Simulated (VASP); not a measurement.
A run of VASP 6.6.1 is set up as follows.

File INCAR:

```
SYSTEM = Be
ALGO = Normal
EDIFF = 1E-7
ENCUT = 520
GGA = PS
ISIF = 2
ISMEAR = -1
LASPH = .TRUE.
LCHARG = .FALSE.
LREAL = .FALSE.
LWAVE = .FALSE.
NBANDS = 9
NELM = 60
PREC = Accurate
SIGMA = 0.05
```

The input KPOINTS:

```
k-points
0
G
  16 16 10
  0 0 0
```

The input POSCAR:

```
Be
1.0
    2.2580817087      0.0000000000      0.0000000000
   -1.1290408543      1.9555561235      0.0000000000
    0.0000000000      0.0000000000      3.5502758113
Be
2
Direct
    0.3333333333      0.6666666667      0.2500000000
    0.6666666667      0.3333333333      0.7500000000
```

Potentials or basis: VASP PAW PBE potentials, release 64 (Be).

The run is started by

```console
$ cat potpaw_PBE.64/Be/POTCAR > POTCAR
$ mpirun -np 1 vasp_std > vasp.out
```

Problem. Predict the pressure.

Solution. 0.4 GPa.

Problem. Predict the band gap on the k mesh.

Solution. Zero (band 2 reaches 7.99 eV, above the bottom of band 3 at 6.36 eV).

Caveat: the PAW data sets were made with another functional, which shifts forces and pressure a little.
